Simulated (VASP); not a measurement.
# EuRe3 (Pm-3m) in VASP: notebook

Runs on EuRe3. Level: PBEsol. Tasks: single point.

Everything below comes from runs of VASP 6.6.1. Logs are shortened: lines on timing, memory, paths and dates and some standing lists are left out, and cuts for length are marked.

## 1. The cell of the first run

The structure is cubic, space group Pm-3m (No. 221). Conventional cell: a = 4.037 Å, b = 4.037 Å, c = 4.037 Å, α = 90.00°, β = 90.00°, γ = 90.00°. Within 3.8 Å of Eu (site symmetry m-3m) lie 12 Re at 2.85 Å. Within 3.8 Å of Re (site symmetry 4/mmm) lie 4 Eu at 2.85 Å and 8 Re at 2.85 Å.

## 2. Single point, PBEsol, collinear spin, ferromagnetic start (16.45 Å³/atom)

Contents of INCAR:

```
ALGO = Normal
EDIFF = 1E-6
ENCUT = 520
GGA = PS
ISIF = 2
ISMEAR = 0
ISPIN = 2
LASPH = T
LCHARG = T
LELF = T
LMAXMIX = 6
LORBIT = 11
LREAL = F
LVHAR = T
LWAVE = F
MAGMOM = 6.77 0 0 0
NBANDS = 31
NELM = 150
PREC = Accurate
SIGMA = 0.05
```

Contents of KPOINTS:

```
k-points
0
Gamma
  8 8 8
```

Contents of POSCAR:

```
EuRe3
1.0
    4.0368003968      0.0000000000      0.0000000000
    0.0000000000      4.0368003968      0.0000000000
    0.0000000000      0.0000000000      4.0368003968
Eu Re
1 3
Direct
    0.0000000000      0.0000000000      0.0000000000
    0.0000000000      0.5000000000      0.5000000000
    0.5000000000      0.5000000000      0.0000000000
    0.5000000000      0.0000000000      0.5000000000
```

Potentials or basis: VASP PAW PBE potentials, release 64 (Eu, Re).

The run is started by

```
cat potpaw_PBE.64/Eu/POTCAR potpaw_PBE.64/Re/POTCAR > POTCAR
mpirun -np 1 vasp_std > vasp.out
```

OUTCAR:

```text
EDIFF = 1E-6
   ENCUT = 520
   GGA = PS
   ISIF = 2
   ISMEAR = 0
   ISPIN = 2
   LASPH = T
   LORBIT = 11
   LREAL = F
   NELM = 150
   PREC = Accurate

 ion  position               nearest neighbor table
   1  0.000  0.000  0.000-   2 2.85   3 2.85   4 2.85   2 2.85   4 2.85   2 2.85   3 2.85   2 2.85
                             3 2.85   4 2.85   4 2.85   3 2.85
   2  0.000  0.500  0.500-   1 2.85   3 2.85   4 2.85   1 2.85   3 2.85   1 2.85   4 2.85   1 2.85
                             3 2.85   4 2.85   3 2.85   4 2.85
   3  0.500  0.500  0.000-   1 2.85   2 2.85   4 2.85   2 2.85   4 2.85   1 2.85   4 2.85   4 2.85
                             1 2.85   2 2.85   2 2.85   1 2.85
   4  0.500  0.000  0.500-   1 2.85   2 2.85   3 2.85   1 2.85   3 2.85   2 2.85   3 2.85   3 2.85
                             1 2.85   2 2.85   1 2.85   2 2.85

  LATTYP: Found a simple cubic cell.
 ALAT       =     4.0368003968

  Lattice vectors:

 A1 = (   4.0368003968,   0.0000000000,   0.0000000000)
 A2 = (   0.0000000000,   4.0368003968,   0.0000000000)
 A3 = (   0.0000000000,   0.0000000000,   4.0368003968)

Analysis of symmetry for initial positions (statically):
=====================================================================
 Subroutine PRICEL returns:
 Original cell was already a primitive cell.

 Routine SETGRP: Setting up the symmetry group for a
 simple cubic supercell.

 Subroutine GETGRP returns: Found 48 space group operations
 (whereof 48 operations were pure point group operations)
 out of a pool of 48 trial point group operations.

The static configuration has the point symmetry O_h .

Analysis of symmetry for dynamics (positions and initial velocities):
=====================================================================
 Subroutine PRICEL returns:
 Original cell was already a primitive cell.

 Routine SETGRP: Setting up the symmetry group for a
 simple cubic supercell.

 Subroutine GETGRP returns: Found 48 space group operations
 (whereof 48 operations were pure point group operations)
 out of a pool of 48 trial point group operations.

The dynamic configuration has the point symmetry O_h .

Analysis of structural, dynamic, and magnetic symmetry:
=====================================================================
 Subroutine PRICEL returns:
 Original cell was already a primitive cell.

 Routine SETGRP: Setting up the symmetry group for a
 simple cubic supercell.

 Subroutine GETGRP returns: Found 48 space group operations
 (whereof 48 operations were pure point group operations)
 out of a pool of 48 trial point group operations.

The overall configuration has the point symmetry O_h .

 Subroutine INISYM returns: Found 48 space group operations
 (whereof 48 operations are pure point group operations),
 and found     1 'primitive' translations

----------------------------------------------------------------------------------------

                                     Primitive cell

  volume of cell :      65.7827

  direct lattice vectors                    reciprocal lattice vectors
     4.036800397  0.000000000  0.000000000     0.247720943  0.000000000  0.000000000
     0.000000000  4.036800397  0.000000000     0.000000000  0.247720943  0.000000000
     0.000000000  0.000000000  4.036800397     0.000000000  0.000000000  0.247720943

  length of vectors
     4.036800397  4.036800397  4.036800397     0.247720943  0.247720943  0.247720943

  position of ions in fractional coordinates (direct lattice)
     0.000000000  0.000000000  0.000000000
     0.000000000  0.500000000  0.500000000
     0.500000000  0.500000000  0.000000000
     0.500000000  0.000000000  0.500000000

  ion indices of the primitive-cell ions
   primitive index   ion index
                 1           1
                 2           2
                 3           3
                 4           4

----------------------------------------------------------------------------------------

 KPOINTS: k-points

Automatic generation of k-mesh.
 Grid dimensions read from file:
 generate k-points for:    8    8    8

 Generating k-lattice:

  Cartesian coordinates                     Fractional coordinates (reciprocal lattice)
     0.030965118  0.000000000  0.000000000     0.125000000  0.000000000  0.000000000
     0.000000000  0.030965118  0.000000000     0.000000000  0.125000000  0.000000000
     0.000000000  0.000000000  0.030965118     0.000000000  0.000000000  0.125000000

  Length of vectors
     0.030965118  0.030965118  0.030965118

  Shift w.r.t. Gamma in fractional coordinates (k-lattice)
     0.000000000  0.000000000  0.000000000

 Subroutine IBZKPT returns following result:
 ===========================================

 Found     35 irreducible k-points:

 Following reciprocal coordinates:
            Coordinates               Weight
  0.000000  0.000000  0.000000      1.000000
  0.125000  0.000000  0.000000      6.000000
  0.250000  0.000000  0.000000      6.000000
  0.375000  0.000000  0.000000      6.000000
  0.500000  0.000000  0.000000      3.000000
  0.125000  0.125000  0.000000     12.000000
[... 16 lines left out ...]
  0.375000  0.375000  0.125000     24.000000
  0.500000  0.375000  0.125000     24.000000
 [... further k-points ...]
   k-points           NKPTS =     35   k-points in BZ     NKDIM =     35   number of bands    NBANDS=     31
   number of dos      NEDOS =    301   number of ions     NIONS =      4
   total plane-waves  NPLWV =  27000
   dimension x,y,z NGX =    30 NGY =   30 NGZ =   30
   dimension x,y,z NGXF=    60 NGYF=   60 NGZF=   60
   ions per type =               1   3
   NGX,Y,Z   is equivalent  to a cutoff of  12.35, 12.35, 12.35 a.u.
   NGXF,Y,Z  is equivalent  to a cutoff of  24.71, 24.71, 24.71 a.u.
 SYSTEM =  unknown system
   PREC   = accura    normal or accurate (medium, high low for compatibility)
   ISTART =      0    job   : 0-new  1-cont  2-samecut
   ICHARG =      2    charge: 1-file 2-atom 10-const
   ISPIN  =      2    spin polarized calculation?
   LNONCOLLINEAR =      F non collinear calculations
   LSORBIT =      F    spin-orbit coupling
   LASPH  =      T    aspherical Exc in radial PAW
   ENCUT  =  520.0 eV  38.22 Ry    6.18 a.u.   7.51  7.51  7.51*2*pi/ulx,y,z
   NELM   =    150;   NELMIN=  2; NELMDL= -5     # of ELM steps
   EDIFF  = 0.1E-05   stopping-criterion for ELM
   LREAL  =      F    real-space projection
   EDIFFG = 0.1E-04   stopping-criterion for IOM
   NSW    =      0    number of steps for IOM
   IBRION =     -1    ionic relax: 0-MD 1-quasi-New 2-CG
   NFREE  =      0    steps in history (QN), initial steepest desc. (CG)
   ISIF   =      2    stress and relaxation
   ISYM   =      2    0-nonsym 1-usesym 2-fastsym
   POTIM  = 0.5000    time-step for ionic-motion
   TEBEG  =    0.0;   TEEND  =   0.0 temperature during run
   PSTRESS=    0.0 pullay stress
   NELECT =      38.0000    total number of electrons
   NUPDOWN=      -1.0000    fix difference up-down
   EMIN   =  10.00;   EMAX   =-10.00  energy-range for DOS
   EFERMI =   0.00;   METHOD = LEGACY
   ISMEAR =     0;   SIGMA  =   0.05  broadening in eV -4-tet -1-fermi 0-gaus
   EFERMI_NEDOS =   21; number of points for ismear=-14 and -15
   IALGO  =     38    algorithm
   IMIX   =      4    mixing-type and parameters
     AMIX     =   0.40;   BMIX     =  1.00
     AMIX_MAG =   1.60;   BMIX_MAG =  1.00
  volume/ion in A,a.u.               =      16.45       110.98
  Fermi-wavevector in a.u.,A,eV,Ry     =   1.363428  2.576505 25.292344  1.858935
  Thomas-Fermi vector in A             =   2.489831
   LORBIT       =     11    0 simple, 1 ext, 2 COOP (PROOUT), +10 PAW based schemes
   GGA     = PS    functional components
   LHFCALC =     F    Hartree Fock is set to
   AEXX    =    0.0000 exact exchange contribution
   IVDW    =     0    specifies the selected vdW correction
   LEPSILON=     F    determine dielectric tensor
   LRPA    =     F    only Hartree local field effects (RPA)
 spin polarized calculation
 Gauss-broadening in eV      SIGMA  =   0.05
  energy-cutoff  :      520.00
  volume of cell :       65.78
 maximum number of plane-waves:      1800
   NGX = 15   NGY = 15   NGZ = 15

 number of electron      37.9999993 magnetization       0.8965339

 number of electron      37.9999995 magnetization      -5.9738529

 Free energy of the ion-electron system (eV)
  ---------------------------------------------------
  ext. energy  EPLUGINS =         0.00000000
  ---------------------------------------------------
  free energy    TOTEN  =       -47.76632217 eV

  energy without entropy =      -47.75798433  energy(sigma->0) =      -47.76215325

 E-fermi :   6.4534     XC(G=0): -13.3307

 val. band max:        6.4450032311   @ k =   0.5000   0.3750   0.2500
 cond. band min:       6.4769971156   @ k =   0.2500   0.1250   0.0000
 fundamental gap:      0.0319938845
 Fermi energy:         6.4534423633

 spin component 1

 k-point     1 :       0.0000    0.0000    0.0000
  band No.  band energies     occupation
      1     -31.3150      1.00000
      2     -10.8483      1.00000
      3     -10.8483      1.00000
      4     -10.8483      1.00000
      5      -1.6572      1.00000
      6       1.0953      1.00000
[... 805 lines left out ...]
     30      11.8160      0.00000
     31      11.9161      0.00000

 [... further k-points ...]

 spin component 2

 k-point     1 :       0.0000    0.0000    0.0000
  band No.  band energies     occupation
      1     -34.0595      1.00000
      2     -12.7924      1.00000
      3     -12.7924      1.00000
      4     -12.7924      1.00000
      5      -1.7402      1.00000
      6       1.0051      1.00000
[... 805 lines left out ...]
     30      11.4318      0.00000
     31      11.6255      0.00000

 [... further k-points ...]
[... 5 lines left out ...]
  --------------------------------------------------------------------------------------
  -------------------------------------------------------------------------------------
  Total        2.0737556      2.0737556      2.0737556      0.0000000      0.0000000     -0.0000000
  in kB       50.5075534     50.5075534     50.5075534      0.0000000      0.0000000     -0.0000000
  external PRESSURE =      50.5075534 kB  Pullay stress =       0.0000000 kB

 VOLUME and BASIS-vectors are now :
 -----------------------------------------------------------------------------
  energy-cutoff  :      520.00
  volume of cell :       65.78
      direct lattice vectors                 reciprocal lattice vectors
     4.036800397  0.000000000  0.000000000     0.247720943  0.000000000  0.000000000
     0.000000000  4.036800397  0.000000000     0.000000000  0.247720943  0.000000000
     0.000000000  0.000000000  4.036800397     0.000000000  0.000000000  0.247720943

 POSITION                                       TOTAL-FORCE (eV/Angst)
 -----------------------------------------------------------------------------------
      0.00000      0.00000      0.00000         0.000000      0.000000      0.000000
      0.00000      2.01840      2.01840         0.000000      0.000000      0.000000
      2.01840      2.01840      0.00000         0.000000      0.000000      0.000000
      2.01840      0.00000      2.01840         0.000000      0.000000      0.000000
 -----------------------------------------------------------------------------------
    total drift:                                0.000000      0.000000     -0.000000

  FREE ENERGIE OF THE ION-ELECTRON SYSTEM (eV)
  ---------------------------------------------------
  free  energy   TOTEN  =       -47.7663221734 eV

  energy  without entropy=      -47.7579843321  energy(sigma->0) =      -47.76215325

 total charge

# of ion       s       p       d       f       tot
--------------------------------------------------
    1        2.104   5.725   1.032   6.269  15.130
    2        0.634   0.470   4.853   0.000   5.957
    3        0.634   0.470   4.853   0.000   5.957
    4        0.634   0.470   4.853   0.000   5.957
--------------------------------------------------
tot          4.006   7.136  15.590   6.269  33.001

 magnetization (x)

# of ion       s       p       d       f       tot
--------------------------------------------------
    1       -0.002   0.077  -0.112  -6.066  -6.103
    2        0.007  -0.010   0.108   0.000   0.104
    3        0.007  -0.010   0.108   0.000   0.104
    4        0.007  -0.010   0.108   0.000   0.104
--------------------------------------------------
tot          0.017   0.048   0.211  -6.066  -5.790
```

Wall time 5 min (1 thread of Intel Xeon 6975P-C (Granite Rapids), shared host); peak memory 0.29 GiB.

Results:

| Item | Value |
| --- | --- |
| Free energy | -47.7663 eV |
| Pressure | 5.1 GPa |
| Band gap on the k mesh | zero (filled and empty bands overlap) |
| Net moment | -5.97 μB per cell |
| Site moments | Eu -6.10; Re +0.10 μB |
| Valence electrons inside the program's atomic spheres | Eu 15.13; Re 5.96 |

Caveat: the cell stands under pressure; the PAW data sets were made with another functional, which shifts forces and pressure a little; spin-orbit coupling is left out, which moves the levels of the heavy elements; semilocal functionals describe open f shells poorly, which spoils levels, moments and volumes.

## 3. Single point, PBEsol, collinear spin, ferromagnetic start (16.73 Å³/atom)

This run uses another cell than the first one, of 16.73 Å³/atom.

Contents of INCAR:

```
SYSTEM = EuRe3
PREC = Accurate ; ENCUT = 520
EDIFF = 1E-6 ; ISMEAR = 0
SIGMA = 0.05 ; LREAL = .False.
LASPH = .True. ; NELM = 150
ALGO = Normal ; ISIF = 2
LWAVE = .False. ; LCHARG = .True.
ISPIN = 2 ; MAGMOM = 6.85 0 0 0
LORBIT = 11 ; LMAXMIX = 6
GGA = PS ; LELF = .True.
LVHAR = .True. ; NBANDS = 31
```

Contents of KPOINTS:

```
Automatic mesh
0
Gamma
  8 8 8
  0 0 0
```

Contents of POSCAR:

```
EuRe3
1.0
    4.0599103134      0.0000000000      0.0000000000
    0.0000000000      4.0599103134      0.0000000000
    0.0000000000      0.0000000000      4.0599103134
Eu Re
1 3
Direct
    0.0000000000      0.0000000000      0.0000000000
    0.0000000000      0.5000000000      0.5000000000
    0.5000000000      0.5000000000      0.0000000000
    0.5000000000      0.0000000000      0.5000000000
```

Potentials or basis: VASP PAW PBE potentials, release 64 (Eu, Re).

The run is started by

```
cat potpaw_PBE.64/Eu/POTCAR potpaw_PBE.64/Re/POTCAR > POTCAR
mpirun -np 1 vasp_std > vasp.out
```

Wall time 2.4 min (1 thread of Intel Xeon 6975P-C (Granite Rapids), shared host); peak memory 0.29 GiB.

The run converged. Its results:

| Item | Value |
| --- | --- |
| Free energy | -47.7887 eV |
| Pressure | 1.1 GPa |
| Band gap on the k mesh | zero (filled and empty bands overlap) |
| Net moment | 5.97 μB per cell |
| Site moments | Eu +6.11; Re -0.11 μB |
| Valence electrons inside the program's atomic spheres | Eu 15.09; Re 5.91 |

Levels at points of the mesh, in eV from the Fermi level:
Spin up:
```csv
k point,band 19,band 20,band 21,band 22,band 23,band 24,band 25,band 26
"(0.00, 0.00, 0.00)",-0.65,-0.65,-0.65,1.86,1.86,3.38,4.07,4.07
"(0.50, 0.00, 0.00)",-0.48,-0.39,-0.39,-0.33,0.24,0.92,1.14,1.14
"(0.50, 0.50, 0.00)",-0.57,-0.40,-0.38,-0.34,-0.34,-0.13,0.48,0.48
"(0.50, 0.50, 0.50)",-0.59,-0.59,-0.59,-0.04,-0.04,0.50,2.72,2.72
```
Spin down:
```
           k point  band 12  band 13  band 14  band 15  band 16  band 17  band 18  band 19  band 20  band 21
(0.00, 0.00, 0.00)    -0.62    -0.62    -0.62     1.82     1.82     3.19     3.19     3.19     3.28     3.57
(0.50, 0.00, 0.00)    -1.90    -1.79    -1.79    -0.48    -0.36    -0.08     0.54     0.54     2.09     3.89
(0.50, 0.50, 0.00)    -1.70    -1.70    -1.66    -1.00    -0.24    -0.22    -0.04    -0.04     0.55     1.06
(0.50, 0.50, 0.50)    -0.79    -0.79    -0.79    -0.03     0.04     0.04     2.75     2.75     2.75     3.36
```

Caveat: the PAW data sets were made with another functional, which shifts forces and pressure a little; spin-orbit coupling is left out, which moves the levels of the heavy elements; semilocal functionals describe open f shells poorly, which spoils levels, moments and volumes. The state reached can hang on the start; a lower one may exist.

[end of part 1 of 2]

The gap in the log of VASP goes by the Fermi energy; the results here count the filled bands.